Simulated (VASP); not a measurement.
# ZnO (P6_3mc) in VASP: relaxation of cell and atoms with PBE

Aim: the relaxation of cell and atoms of ZnO with PBE.

All numbers are computed with VASP 6.6.1; they aren't measurements. Logs are shortened: lines on timing, memory, paths and dates and some standing lists are left out, and cuts for length are marked.

**1. The cell of the first run**

Symmetry: P6_3mc, No. 186, hexagonal system. Conventional cell: a = 3.249 Å, b = 3.249 Å, c = 5.204 Å, α = 90.00°, β = 90.00°, γ = 120.00°. Zn (site symmetry 3m) has 4 O at 1.97 to 1.99 Å within 2.6 Å. Within 2.6 Å of O (site symmetry 3m) lie 4 Zn at 1.97 to 1.99 Å.

**2. Relaxation of cell and atoms, PBE**

INCAR

```
SYSTEM = ZnO
PREC = Accurate
ENCUT = 600
EDIFF = 1E-6
ISMEAR = 0
SIGMA = 0.02
LREAL = .False.
LASPH = .True.
NELM = 100
ALGO = Normal
ISIF = 3
LWAVE = .False.
LCHARG = .False.
GGA = PE
IBRION = 2
NSW = 100
EDIFFG = -0.002
```

KPOINTS

```
Automatic mesh
0
Gamma
  9 9 6
  0 0 0
```

POSCAR

```
ZnO
1.0
    3.2494000000      0.0000000000      0.0000000000
   -1.6247000000      2.8140629500      0.0000000000
    0.0000000000      0.0000000000      5.2038000000
Zn O
2 2
Direct
    0.3333333300      0.6666666700      0.0000000000
    0.6666666700      0.3333333300      0.5000000000
    0.3333333300      0.6666666700      0.3830000000
    0.6666666700      0.3333333300      0.8830000000
```

Potentials or basis: VASP PAW PBE potentials, release 64 (Zn, O).

The run is started by

```console
$ cat potpaw_PBE.64/Zn/POTCAR potpaw_PBE.64/O/POTCAR > POTCAR
$ mpirun -np 1 vasp_std > vasp.out
```

OUTCAR:

```text
SYSTEM = ZnO
   PREC = Accurate
   ENCUT = 600
   EDIFF = 1E-6
   ISMEAR = 0
   LREAL = .False.
   LASPH = .True.
   NELM = 100
   ISIF = 3
   GGA = PE
   IBRION = 2
   NSW = 100
   EDIFFG = -0.002

 ion  position               nearest neighbor table
   1  0.333  0.667  0.000-   4 1.97   4 1.97   4 1.97   3 1.99
   2  0.667  0.333  0.500-   3 1.97   3 1.97   3 1.97   4 1.99
   3  0.333  0.667  0.383-   2 1.97   2 1.97   2 1.97   1 1.99
   4  0.667  0.333  0.883-   1 1.97   1 1.97   1 1.97   2 1.99

  LATTYP: Found a hexagonal cell.
 ALAT       =     3.2494000000
 C/A-ratio  =     1.6014648858

  Lattice vectors:

 A1 = (   3.2494000000,   0.0000000000,   0.0000000000)
 A2 = (  -1.6247000000,   2.8140629500,   0.0000000000)
 A3 = (   0.0000000000,   0.0000000000,   5.2038000000)

Analysis of symmetry for initial positions (statically):
=====================================================================
 Subroutine PRICEL returns:
 Original cell was already a primitive cell.

 Routine SETGRP: Setting up the symmetry group for a
 hexagonal supercell.

 Subroutine GETGRP returns: Found 12 space group operations
 (whereof  6 operations were pure point group operations)
 out of a pool of 24 trial point group operations.

The static configuration has the point symmetry C_3v.
 The point group associated with its full space group is C_6v.

Analysis of symmetry for dynamics (positions and initial velocities):
=====================================================================
 Subroutine PRICEL returns:
 Original cell was already a primitive cell.

 Routine SETGRP: Setting up the symmetry group for a
 hexagonal supercell.

 Subroutine GETGRP returns: Found 12 space group operations
 (whereof  6 operations were pure point group operations)
 out of a pool of 24 trial point group operations.

The dynamic configuration has the point symmetry C_3v.
 The point group associated with its full space group is C_6v.

 Subroutine INISYM returns: Found 12 space group operations
 (whereof  6 operations are pure point group operations),
 and found     1 'primitive' translations

----------------------------------------------------------------------------------------

[... 108 lines left out ...]
   NUPDOWN=      -1.0000    fix difference up-down
   EMIN   =  10.00;   EMAX   =-10.00  energy-range for DOS
   EFERMI =   0.00;   METHOD = LEGACY
   ISMEAR =     0;   SIGMA  =   0.02  broadening in eV -4-tet -1-fermi 0-gaus
   EFERMI_NEDOS =   21; number of points for ismear=-14 and -15
   IALGO  =     38    algorithm
   IMIX   =      4    mixing-type and parameters
     AMIX     =   0.40;   BMIX     =  1.00
     AMIX_MAG =   1.60;   BMIX_MAG =  1.00
  volume/ion in A,a.u.               =      11.90        80.28
  Fermi-wavevector in a.u.,A,eV,Ry     =   1.491729  2.818958 30.276420  2.225254
  Thomas-Fermi vector in A             =   2.604347
   LORBIT       =      0    0 simple, 1 ext, 2 COOP (PROOUT), +10 PAW based schemes
   GGA     = PE    functional components
   LHFCALC =     F    Hartree Fock is set to
   AEXX    =    0.0000 exact exchange contribution
   IVDW    =     0    specifies the selected vdW correction
   LEPSILON=     F    determine dielectric tensor
   LRPA    =     F    only Hartree local field effects (RPA)
 conjugate gradient relaxation of ions
 non-spin polarized calculation
 Gauss-broadening in eV      SIGMA  =   0.02
  energy-cutoff  :      600.00
  volume of cell :       47.58
 maximum number of plane-waves:      1617
 NGX is ok and might be reduce to    28
   NGX = 13   NGY = 13   NGZ = 21

--------------------------------------- Ionic step        1  -------------------------------------------

 number of electron      36.0000008 magnetization

 Free energy of the ion-electron system (eV)
  ---------------------------------------------------
  ext. energy  EPLUGINS =         0.00000000
  ---------------------------------------------------
  free energy    TOTEN  =       -17.82590369 eV

  energy without entropy =      -17.82590369  energy(sigma->0) =      -17.82590369

------------------------ aborting loop because EDIFF is reached ----------------------------------------

  FORCE on cell =-STRESS in cart. coord.  units (eV):
  Direction    XX          YY          ZZ          XY          YZ          ZX
  --------------------------------------------------------------------------------------
  -------------------------------------------------------------------------------------
  Total        1.7601312      1.7601312      1.7043950      0.0000000      0.0000000      0.0000000
  in kB       59.2649657     59.2649659     57.3882854      0.0000000      0.0000000      0.0000000
  external PRESSURE =      58.6394057 kB  Pullay stress =       0.0000000 kB
[... 95 lines left out ...]
  FREE ENERGIE OF THE ION-ELECTRON SYSTEM (eV)
  ---------------------------------------------------
  free  energy   TOTEN  =       -17.8611844506 eV

  energy  without entropy=      -17.8611844506  energy(sigma->0) =      -17.86118445

[... ionic steps 4 to 11 ...]

--------------------------------------- Ionic step       12  -------------------------------------------

 number of electron      36.0000010 magnetization

------------------------ aborting loop because EDIFF is reached ----------------------------------------
[... 71 lines left out ...]
--------------------------------------- Ionic step       14  -------------------------------------------

 number of electron      36.0000010 magnetization

 Free energy of the ion-electron system (eV)
  ---------------------------------------------------
  ext. energy  EPLUGINS =         0.00000000
  ---------------------------------------------------
  free energy    TOTEN  =       -17.86212662 eV

  energy without entropy =      -17.86212662  energy(sigma->0) =      -17.86212662

 E-fermi :   1.0077     XC(G=0): -10.6952

 val. band max:        0.8446918953   @ k =   0.0000   0.0000   0.0000
 cond. band min:       1.5643589340   @ k =   0.0000   0.0000   0.0000
 fundamental gap:      0.7196670387
 Fermi energy:         1.0077256524

 k-point     1 :       0.0000    0.0000    0.0000
  band No.  band energies     occupation
      1     -16.9299      2.00000
      2     -16.2712      2.00000
      3      -4.6674      2.00000
      4      -4.6674      2.00000
      5      -4.6286      2.00000
      6      -4.4959      2.00000
[... 589 lines left out ...]
     21       8.5537      0.00000
     22       8.8933      0.00000

 [... further k-points ...]
[... 5 lines left out ...]
  --------------------------------------------------------------------------------------
  -------------------------------------------------------------------------------------
  Total        0.0073244      0.0073244     -0.0000917      0.0000000      0.0000000      0.0000000
  in kB        0.2366623      0.2366623     -0.0029621      0.0000000      0.0000000      0.0000000
  external PRESSURE =       0.1567875 kB  Pullay stress =       0.0000000 kB
[... 19 lines left out ...]
  FREE ENERGIE OF THE ION-ELECTRON SYSTEM (eV)
  ---------------------------------------------------
  free  energy   TOTEN  =       -17.8621266203 eV

  energy  without entropy=      -17.8621266203  energy(sigma->0) =      -17.86212662

 reached required accuracy - stopping structural energy minimisation
```

OSZICAR:

```text
N       E                     dE             d eps       ncg     rms          rms(c)
DAV:   1     0.306517423003E+03    0.30652E+03   -0.20592E+04  2120   0.261E+03
DAV:   2     0.120609987582E+02   -0.29446E+03   -0.28281E+03  2256   0.474E+02
DAV:   3    -0.203855995907E+02   -0.32447E+02   -0.32205E+02  2460   0.164E+02
DAV:   4    -0.210602071461E+02   -0.67461E+00   -0.67354E+00  2322   0.248E+01
[... 100 lines left out ...]
DAV:   1    -0.178621270851E+02    0.33514E-06   -0.16588E-05  2772   0.763E-02    0.665E-03
DAV:   2    -0.178621264639E+02    0.62119E-06   -0.34478E-06  1560   0.381E-02
  13 F= -.17862126E+02 E0= -.17862126E+02  d E =-.172514E-04
       N       E                     dE             d eps       ncg     rms          rms(c)
DAV:   1    -0.178621269153E+02    0.16974E-06   -0.64976E-06  2594   0.436E-02    0.370E-03
DAV:   2    -0.178621266203E+02    0.29497E-06   -0.10826E-06  1056   0.170E-02
  14 F= -.17862127E+02 E0= -.17862127E+02  d E =-.174079E-04
```

CONTCAR:

```text
ZnO
   1.00000000000000
     3.2856280122393926    0.0000000000000000    0.0000000000000000
    -1.6428140061196963    2.8454373290259452    0.0000000000000000
     0.0000000000000000    0.0000000000000000    5.3037866195602330
  Zn              O
     2     2
Direct
     0.3333333300000021    0.6666666699999979    0.0019552865037585
     0.6666666699999979    0.3333333300000021    0.5019552865037586
     0.3333333300000021    0.6666666699999979    0.3810447134962442
     0.6666666699999979    0.3333333300000021    0.8810447134962440

  0.00000000E+00  0.00000000E+00  0.00000000E+00
  0.00000000E+00  0.00000000E+00  0.00000000E+00
  0.00000000E+00  0.00000000E+00  0.00000000E+00
  0.00000000E+00  0.00000000E+00  0.00000000E+00
```

Wall time 5.7 min (1 thread of Intel Xeon Platinum 8259CL at 2.50GHz (Skylake/Cascade Lake), shared host); peak memory 0.21 GiB.

What came out:

```yaml
Free_energy: -17.8621 eV
Relaxed_volume: 12.40 Å³/atom
Relaxed_cell: a = 3.286 Å, b = 3.286 Å, c = 5.304 Å, α = 90.00°, β = 90.00°, γ = 120.00°
Space_group_after_relaxing_to_0.1_Å: P6_3mc (No. 186)
Energy_gained_by_relaxing: 9.1 meV/atom
Ionic_steps: 14
Pressure_after_relaxing: 0.0 GPa
Band_gap_on_the_k_mesh: 0.72 eV
```

Step by step:
```tsv
step	energy change (eV)	largest force (eV/Å)	pressure (GPa)	volume (Å³)
1	0.0000	0.0624	5.86	47.58
2	-0.0266	0.0210	-2.63	50.65
3	-0.0353	0.0327	-0.02	49.58
4	-0.0353	0.0332	0.07	49.54
5	-0.0356	0.0287	0.15	49.55
6	-0.0361	0.0130	0.15	49.55
7	-0.0356	0.0179	0.03	49.55
8	-0.0362	0.0049	0.10	49.55
9	-0.0362	0.0046	-0.14	49.65
10	-0.0362	0.0007	-0.05	49.59
11	-0.0362	0.0019	0.03	49.58
12	-0.0362	0.0006	-0.04	49.59
13	-0.0362	0.0022	0.03	49.58
14	-0.0362	0.0008	0.02	49.59
```

Final structure:
```cif
data_structure
_symmetry_space_group_name_H-M 'P 1'
_symmetry_Int_Tables_number 1
_cell_length_a 3.2856
_cell_length_b 3.2856
_cell_length_c 5.3038
_cell_angle_alpha 90.000
_cell_angle_beta 90.000
_cell_angle_gamma 120.000
_cell_volume 49.59
loop_
_atom_site_label
_atom_site_type_symbol
_atom_site_fract_x
_atom_site_fract_y
_atom_site_fract_z
_atom_site_occupancy
Zn1 Zn 0.33333 0.66667 0.00196 1
Zn2 Zn 0.66667 0.33333 0.50196 1
O1 O 0.33333 0.66667 0.38104 1
O2 O 0.66667 0.33333 0.88104 1
```

Levels at points of the mesh, in eV from the valence-band top:
```
           k point  band 15  band 16  band 17  band 18  band 19  band 20  band 21  band 22
(0.00, 0.00, 0.00)    -0.75    -0.08     0.00     0.00     0.72     5.07     8.05    12.70
(0.00, 0.00, 0.50)    -0.37    -0.37    -0.37    -0.37     3.35     3.35     9.89     9.89
```

Expect the measured gap to be larger: semilocal functionals such as PBE lack the derivative discontinuity. Zero-point motion and thermal expansion aren't in these numbers.
